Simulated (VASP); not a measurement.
Set up this calculation in VASP 6.6.1, as the native input.

```
Task                   : single point
Functional             : BLYP
Potentials or basis    : VASP PAW PBE potentials, release 64 (Pt)
Cutoff                 : 520 eV
k mesh                 : 13 × 13 × 13
Occupations            : fermi-dirac, width 0.1 eV
Spin                   : no spin polarisation
Dipole correction      : no
Further INCAR settings : ALGO = Normal; EDIFF = 1e-06; NBANDS = 11
```

The structure of Pt lies in POSCAR:

```
Pt
1.0
    2.7132895927      0.0000000000      0.0000000000
    0.0000000000      2.7132895927      0.0000000000
    0.0000000000      0.0000000000      2.7132895927
Pt
1
Direct
    0.0000000000      0.0000000000      0.0000000000
```

This cell differs from its parent crystal: volume scaled by 1.04.

One way to write it, as run:

INCAR

```
SYSTEM = Pt
AGGAC = 1.0
AGGAX = 1.0
ALDAC = 0.0
ALDAX = 1.0
ALGO = Normal
EDIFF = 1E-6
ENCUT = 520
GGA = B5
ISIF = 2
ISMEAR = -1
LASPH = .TRUE.
LCHARG = .TRUE.
LELF = .TRUE.
LREAL = .FALSE.
LVHAR = .TRUE.
LWAVE = .FALSE.
NBANDS = 11
NELM = 60
PREC = Accurate
SIGMA = 0.1
```

KPOINTS

```
k-points
0
G
  13 13 13
  0 0 0
```

Potentials or basis: VASP PAW PBE potentials, release 64 (Pt).

Launch:

```console
$ cat potpaw_PBE.64/Pt/POTCAR > POTCAR
$ mpirun -np 1 vasp_std > vasp.out
```

Results of the run:

* Pressure: -4.6 GPa
* Band gap on the k mesh: zero (band 5 reaches 8.75 eV, above the bottom of band 6 at 6.37 eV)

Caveat: the PAW data sets were made with another functional, which shifts forces and pressure a little; spin-orbit coupling is left out, which moves the levels of the heavy elements.

It took 11 s on 1 thread of Intel(R) Xeon(R) Platinum 8259CL CPU @ 2.50GHz (Skylake/Cascade Lake), on a shared host, peak memory 0.14 GiB.
